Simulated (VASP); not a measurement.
# B6As (R-3m) in VASP: relaxation of shape and atoms at fixed volume with r2SCAN

Aim: the relaxation of shape and atoms at fixed volume of B6As with r2SCAN.

Program: VASP 6.6.1. These are calculated values, not measurements. Logs are shortened: lines on timing, memory, paths and dates and some standing lists are left out, and cuts for length are marked.

## 1. The cell of the first run

The structure is trigonal, space group R-3m (No. 166). Conventional cell: a = 5.897 Å, b = 5.897 Å, c = 11.320 Å, α = 90.00°, β = 90.00°, γ = 120.00°. B (site symmetry m) has 6 B at 1.68 to 1.82 Å within 2.2 Å. B (site symmetry m) has 5 B at 1.67 to 1.75 Å and 1 As at 1.91 Å within 2.2 Å. Within 2.5 Å of As (site symmetry 3m) lie 3 B at 1.91 Å and 1 As at 2.29 Å.

## 2. Relaxation of shape and atoms at fixed volume, r2SCAN (8.12 Å³/atom)

File POSCAR:

```
B6As
1.0
    2.9485622379      1.7023532018      3.7731780606
   -2.9485622379      1.7023532018      3.7731780606
    0.0000000000     -3.4047064035      3.7731780606
B As
12 2
Direct
    0.0173865585      0.0173865585      0.3253502894
    0.0173865585      0.3253502894      0.0173865585
    0.8210164112      0.2737484027      0.8210164112
    0.8210164112      0.8210164112      0.2737484027
    0.2737484027      0.8210164112      0.8210164112
    0.7262515973      0.1789835888      0.1789835888
    0.1789835888      0.7262515973      0.1789835888
    0.1789835888      0.1789835888      0.7262515973
    0.9826134415      0.6746497106      0.9826134415
    0.9826134415      0.9826134415      0.6746497106
    0.6746497106      0.9826134415      0.9826134415
    0.3253502894      0.0173865585      0.0173865585
    0.6011962898      0.6011962898      0.6011962898
    0.3988037102      0.3988037102      0.3988037102
```

File INCAR.step1:

```
ALGO = Normal ; EDIFF = 1E-4
ENCUT = 600 ; GGA = PE
ISMEAR = 0 ; LASPH = T
LCHARG = F ; LREAL = F
LWAVE = T ; NELM = 100
PREC = Accurate ; SIGMA = 0.02
```

File INCAR.step2:

```
ALGO = Normal ; EDIFF = 1E-6
EDIFFG = -0.01 ; ENCUT = 600
IBRION = 2 ; ISIF = 4
ISMEAR = 0 ; ISTART = 1
LASPH = T ; LCHARG = F
LMIXTAU = T ; LREAL = F
LWAVE = F ; METAGGA = R2SCAN
NELM = 100 ; NSW = 50
PREC = Accurate ; SIGMA = 0.02
```

File KPOINTS:

```
k-points
0
Gamma
  6 6 6
```

Potentials or basis: VASP PAW PBE potentials, release 64 (B, As).

The run is started by

```bash
cat potpaw_PBE.64/B/POTCAR potpaw_PBE.64/As/POTCAR > POTCAR
cp INCAR.step1 INCAR
mpirun -np 1 vasp_std > vasp.out
cp INCAR.step2 INCAR
mpirun -np 1 vasp_std > vasp.out
```

OUTCAR:

```text
EDIFF = 1E-6
   EDIFFG = -0.01
   ENCUT = 600
   IBRION = 2
   ISIF = 4
   ISMEAR = 0
   ISTART = 1
   LASPH = T
   LREAL = F
   METAGGA = R2SCAN
   NELM = 100
   NSW = 50
   PREC = Accurate

 ion  position               nearest neighbor table
   1  0.017  0.017  0.325-  10 1.68   7 1.72   6 1.72   4 1.75   2 1.82  12 1.82
   2  0.017  0.325  0.017-   9 1.68   8 1.72   6 1.72   3 1.75   1 1.82  12 1.82
   3  0.821  0.274  0.821-   6 1.67   8 1.67  10 1.72  11 1.72   2 1.75  13 1.91
   4  0.821  0.821  0.274-   6 1.67   7 1.67   9 1.72  11 1.72   1 1.75  13 1.91
   5  0.274  0.821  0.821-   7 1.67   8 1.67  10 1.72   9 1.72  12 1.75  13 1.91
   6  0.726  0.179  0.179-   3 1.67   4 1.67   1 1.72   2 1.72  11 1.75  14 1.91
   7  0.179  0.726  0.179-   5 1.67   4 1.67   1 1.72  12 1.72   9 1.75  14 1.91
   8  0.179  0.179  0.726-   3 1.67   5 1.67   2 1.72  12 1.72  10 1.75  14 1.91
   9  0.983  0.675  0.983-   2 1.68   4 1.72   5 1.72   7 1.75  10 1.82  11 1.82
  10  0.983  0.983  0.675-   1 1.68   3 1.72   5 1.72   8 1.75   9 1.82  11 1.82
  11  0.675  0.983  0.983-  12 1.68   4 1.72   3 1.72   6 1.75  10 1.82   9 1.82
  12  0.325  0.017  0.017-  11 1.68   8 1.72   7 1.72   5 1.75   1 1.82   2 1.82
  13  0.601  0.601  0.601-   4 1.91   3 1.91   5 1.91  14 2.29
  14  0.399  0.399  0.399-   8 1.91   7 1.91   6 1.91  13 2.29

  LATTYP: Found a trigonal (rhomboedric) cell.
 ALAT       =     5.0822139242
 COS(alpha) =     0.3267990647

  Lattice vectors:

 A1 = (   2.9485622379,   1.7023532018,   3.7731780606)
 A2 = (  -2.9485622379,   1.7023532018,   3.7731780606)
 A3 = (   0.0000000000,  -3.4047064035,   3.7731780606)

Analysis of symmetry for initial positions (statically):
=====================================================================
 Subroutine PRICEL returns:
 Original cell was already a primitive cell.

 Routine SETGRP: Setting up the symmetry group for a
 trigonal (rhombohedral) supercell.

 Subroutine GETGRP returns: Found 12 space group operations
 (whereof 12 operations were pure point group operations)
 out of a pool of 12 trial point group operations.

The static configuration has the point symmetry D_3d.

Analysis of symmetry for dynamics (positions and initial velocities):
=====================================================================
 Subroutine PRICEL returns:
 Original cell was already a primitive cell.

 Routine SETGRP: Setting up the symmetry group for a
 trigonal (rhombohedral) supercell.

 Subroutine GETGRP returns: Found 12 space group operations
 (whereof 12 operations were pure point group operations)
 out of a pool of 12 trial point group operations.

The dynamic configuration has the point symmetry D_3d.

 Subroutine INISYM returns: Found 12 space group operations
 (whereof 12 operations are pure point group operations),
 and found     1 'primitive' translations

----------------------------------------------------------------------------------------

                                     Primitive cell

  volume of cell :     113.6367

  direct lattice vectors                    reciprocal lattice vectors
     2.948562238  1.702353202  3.773178061     0.169574172  0.097903694  0.088342858
    -2.948562238  1.702353202  3.773178061    -0.169574172  0.097903694  0.088342858
     0.000000000 -3.404706404  3.773178061     0.000000000 -0.195807388  0.088342858

  length of vectors
     5.082213924  5.082213924  5.082213924     0.214813858  0.214813858  0.214813858

  position of ions in fractional coordinates (direct lattice)
     0.017386559  0.017386559  0.325350289
     0.017386559  0.325350289  0.017386559
     0.821016411  0.273748403  0.821016411
     0.821016411  0.821016411  0.273748403
     0.273748403  0.821016411  0.821016411
     0.726251597  0.178983589  0.178983589
     0.178983589  0.726251597  0.178983589
     0.178983589  0.178983589  0.726251597
     0.982613441  0.674649711  0.982613441
     0.982613441  0.982613441  0.674649711
     0.674649711  0.982613441  0.982613441
     0.325350289  0.017386559  0.017386559
     0.601196290  0.601196290  0.601196290
     0.398803710  0.398803710  0.398803710

  ion indices of the primitive-cell ions
   primitive index   ion index
                 1           1
                 2           2
                 3           3
                 4           4
                 5           5
                 6           6
                 7           7
                 8           8
                 9           9
                10          10
                11          11
                12          12
                13          13
                14          14

----------------------------------------------------------------------------------------

 KPOINTS: k-points

Automatic generation of k-mesh.
 Grid dimensions read from file:
 generate k-points for:    6    6    6

 Generating k-lattice:

  Cartesian coordinates                     Fractional coordinates (reciprocal lattice)
     0.028262362  0.016317282  0.014723810     0.166666667  0.000000000 -0.000000000
    -0.028262362  0.016317282  0.014723810     0.000000000  0.166666667 -0.000000000
     0.000000000 -0.032634565  0.014723810    -0.000000000 -0.000000000  0.166666667

  Length of vectors
     0.035802310  0.035802310  0.035802310

  Shift w.r.t. Gamma in fractional coordinates (k-lattice)
     0.000000000  0.000000000  0.000000000

 Subroutine IBZKPT returns following result:
 ===========================================

 Found     32 irreducible k-points:

 Following reciprocal coordinates:
            Coordinates               Weight
  0.000000  0.000000  0.000000      1.000000
  0.166667 -0.000000  0.000000      6.000000
  0.333333 -0.000000  0.000000      6.000000
  0.500000  0.000000 -0.000000      3.000000
  0.166667  0.166667  0.000000      6.000000
  0.333333  0.166667  0.000000     12.000000
[... 16 lines left out ...]
  0.500000  0.500000  0.166667      6.000000
 -0.333333  0.500000  0.166667     12.000000
 [... further k-points ...]
   k-points           NKPTS =     32   k-points in BZ     NKDIM =     32   number of bands    NBANDS=     31
   number of dos      NEDOS =    301   number of ions     NIONS =     14
   total plane-waves  NPLWV =  74088
   dimension x,y,z NGX =    42 NGY =   42 NGZ =   42
   dimension x,y,z NGXF=    84 NGYF=   84 NGZF=   84
   ions per type =              12   2
   NGX,Y,Z   is equivalent  to a cutoff of  13.74, 13.74, 13.74 a.u.
   NGXF,Y,Z  is equivalent  to a cutoff of  27.48, 27.48, 27.48 a.u.
 SYSTEM =  unknown system
   PREC   = accura    normal or accurate (medium, high low for compatibility)
   ISTART =      1    job   : 0-new  1-cont  2-samecut
   ICHARG =      0    charge: 1-file 2-atom 10-const
   ISPIN  =      1    spin polarized calculation?
   LNONCOLLINEAR =      F non collinear calculations
   LSORBIT =      F    spin-orbit coupling
   LASPH  =      T    aspherical Exc in radial PAW
   ENCUT  =  600.0 eV  44.10 Ry    6.64 a.u.  10.15 10.15 10.15*2*pi/ulx,y,z
   NELM   =    100;   NELMIN=  2; NELMDL=  0     # of ELM steps
   EDIFF  = 0.1E-05   stopping-criterion for ELM
   LREAL  =      F    real-space projection
   EDIFFG = -.1E-01   stopping-criterion for IOM
   NSW    =     50    number of steps for IOM
   IBRION =      2    ionic relax: 0-MD 1-quasi-New 2-CG
   NFREE  =      1    steps in history (QN), initial steepest desc. (CG)
   ISIF   =      4    stress and relaxation
   ISYM   =      2    0-nonsym 1-usesym 2-fastsym
   POTIM  = 0.5000    time-step for ionic-motion
   TEBEG  =    0.0;   TEEND  =   0.0 temperature during run
   PSTRESS=    0.0 pullay stress
   NELECT =      46.0000    total number of electrons
   NUPDOWN=      -1.0000    fix difference up-down
   EMIN   =  10.00;   EMAX   =-10.00  energy-range for DOS
   EFERMI =   0.00;   METHOD = LEGACY
   ISMEAR =     0;   SIGMA  =   0.02  broadening in eV -4-tet -1-fermi 0-gaus
   EFERMI_NEDOS =   21; number of points for ismear=-14 and -15
   IALGO  =     38    algorithm
   IMIX   =      4    mixing-type and parameters
     AMIX     =   0.40;   BMIX     =  1.00
     AMIX_MAG =   1.60;   BMIX_MAG =  1.00
  volume/ion in A,a.u.               =       8.12        54.78
  Fermi-wavevector in a.u.,A,eV,Ry     =   1.211029  2.288513 19.954191  1.466592
  Thomas-Fermi vector in A             =   2.346557
   LORBIT       =      0    0 simple, 1 ext, 2 COOP (PROOUT), +10 PAW based schemes
   METAGGA = R2SCAN    functional components
   LHFCALC =     F    Hartree Fock is set to
   AEXX    =    0.0000 exact exchange contribution
   IVDW    =     0    specifies the selected vdW correction
   LEPSILON=     F    determine dielectric tensor
   LRPA    =     F    only Hartree local field effects (RPA)
 conjugate gradient relaxation of ions
 non-spin polarized calculation
 Gauss-broadening in eV      SIGMA  =   0.02
  energy-cutoff  :      600.00
  volume of cell :      113.64
 maximum number of plane-waves:      3825
 NGX is ok and might be reduce to    42
   NGX = 21   NGY = 21   NGZ = 21

--------------------------------------- Ionic step        1  -------------------------------------------

 number of electron      46.0000001 magnetization

 Free energy of the ion-electron system (eV)
  ---------------------------------------------------
  ext. energy  EPLUGINS =         0.00000000
  ---------------------------------------------------
  free energy    TOTEN  =      -119.08735797 eV

  energy without entropy =     -119.08735797  energy(sigma->0) =     -119.08735797

------------------------ aborting loop because EDIFF is reached ----------------------------------------

  FORCE on cell =-STRESS in cart. coord.  units (eV):
  Direction    XX          YY          ZZ          XY          YZ          ZX
  --------------------------------------------------------------------------------------
  -------------------------------------------------------------------------------------
  Total       22.7978026     22.7978026     21.9210902      0.0000000      0.0000000      0.0000000
  in kB      321.4289942    321.4289942    309.0681186      0.0000000      0.0000000      0.0000000
  external PRESSURE =     317.3087023 kB  Pullay stress =       0.0000000 kB
[... 273 lines left out ...]
  energy  without entropy=     -119.0941804461  energy(sigma->0) =     -119.09418045

--------------------------------------- Ionic step        7  -------------------------------------------

 number of electron      46.0000001 magnetization

 Free energy of the ion-electron system (eV)
  ---------------------------------------------------
  ext. energy  EPLUGINS =         0.00000000
  ---------------------------------------------------
  free energy    TOTEN  =      -119.09425339 eV

  energy without entropy =     -119.09425339  energy(sigma->0) =     -119.09425339

 E-fermi :   5.7142     XC(G=0): -12.2545

 val. band max:        5.6283436874   @ k =   0.0000   0.0000   0.0000
 cond. band min:       8.5456387492   @ k =   0.5000   0.0000  -0.0000
 fundamental gap:      2.9172950619
 Fermi energy:         5.7141919087

 k-point     1 :       0.0000    0.0000    0.0000
  band No.  band energies     occupation
      1     -10.9525      2.00000
      2      -7.3948      2.00000
      3      -5.6055      2.00000
      4      -5.6055      2.00000
      5      -5.3454      2.00000
      6      -4.1199      2.00000
[... 805 lines left out ...]
     30      12.7570      0.00000
     31      13.3142      0.00000

 [... further k-points ...]

------------------------ aborting loop because EDIFF is reached ----------------------------------------

  FORCE on cell =-STRESS in cart. coord.  units (eV):
  Direction    XX          YY          ZZ          XY          YZ          ZX
  --------------------------------------------------------------------------------------
  -------------------------------------------------------------------------------------
  Total       22.1513301     22.1513301     22.0937404      0.0000000      0.0000000      0.0000000
  in kB      312.3142999    312.3142999    311.5023354      0.0000000      0.0000000      0.0000000
  external PRESSURE =     312.0436451 kB  Pullay stress =       0.0000000 kB
[... 29 lines left out ...]
  FREE ENERGIE OF THE ION-ELECTRON SYSTEM (eV)
  ---------------------------------------------------
  free  energy   TOTEN  =      -119.0942533865 eV

  energy  without entropy=     -119.0942533865  energy(sigma->0) =     -119.09425339

 reached required accuracy - stopping structural energy minimisation
```

Run time: 81 min. Hardware: 1 thread of Oxide Virtual Turin-like, shared host; peak memory 0.32 GiB.

What came out:

```yaml
Free_energy: -119.0943 eV
Energy_gained_by_relaxing: 0.5 meV/atom
Ionic_steps: 7
Pressure_after_relaxing: 31.2 GPa
Largest_force_after_relaxing: 0.008 eV/Å
Band_gap_on_the_k_mesh: 2.92 eV (least direct gap 2.97 eV)
```

Forces in eV/Å, atoms in the order of the input:
```
B    0.000 -0.004 -0.003
B   -0.004  0.002 -0.003
B    0.001 -0.001 -0.008
B    0.000  0.001 -0.008
B   -0.001 -0.001 -0.008
B    0.001  0.001  0.008
B   -0.001  0.001  0.008
B    0.000 -0.001  0.008
B    0.004 -0.002  0.003
B    0.000  0.004  0.003
B   -0.004 -0.002  0.003
B    0.004  0.002 -0.003
As   0.000  0.000 -0.005
As   0.000  0.000  0.005
```

The path:
| step | energy change (eV) | largest force (eV/Å) | pressure (GPa) | volume (Å³) |
| --- | --- | --- | --- | --- |
| 1 | 0.0000 | 0.1826 | 31.73 | 113.64 |
| 2 | -0.0004 | 0.2494 | 31.10 | 113.64 |
| 3 | -0.0043 | 0.0736 | 31.40 | 113.64 |
| 4 | -0.0066 | 0.0498 | 31.26 | 113.64 |
| 5 | -0.0067 | 0.0571 | 31.22 | 113.64 |
| 6 | -0.0068 | 0.0397 | 31.19 | 113.64 |
| 7 | -0.0069 | 0.0083 | 31.20 | 113.64 |

Final structure:
```xyz
14
Lattice="2.9540 1.7055 3.7593 -2.9540 1.7055 3.7593 0.0000 -3.4110 3.7593" Properties=species:S:1:pos:R:3 pbc="T T T"
B     0.0000   -1.0468    1.3625
B    -0.9066    0.5234    1.3625
B     1.6162   -0.9331    7.2013
B     0.0000    1.8662    7.2013
B    -1.6162   -0.9331    7.2013
B     1.6162    0.9331    4.0765
B    -1.6162    0.9331    4.0765
B     0.0000   -1.8662    4.0765
B     0.9066   -0.5234    9.9154
B     0.0000    1.0468    9.9154
B    -0.9066   -0.5234    9.9154
B     0.9066    0.5234    1.3625
As    0.0000    0.0000    6.7865
As    0.0000    0.0000    4.4914
```

Caveat: the PAW data sets were made with another functional, which shifts forces and pressure a little.
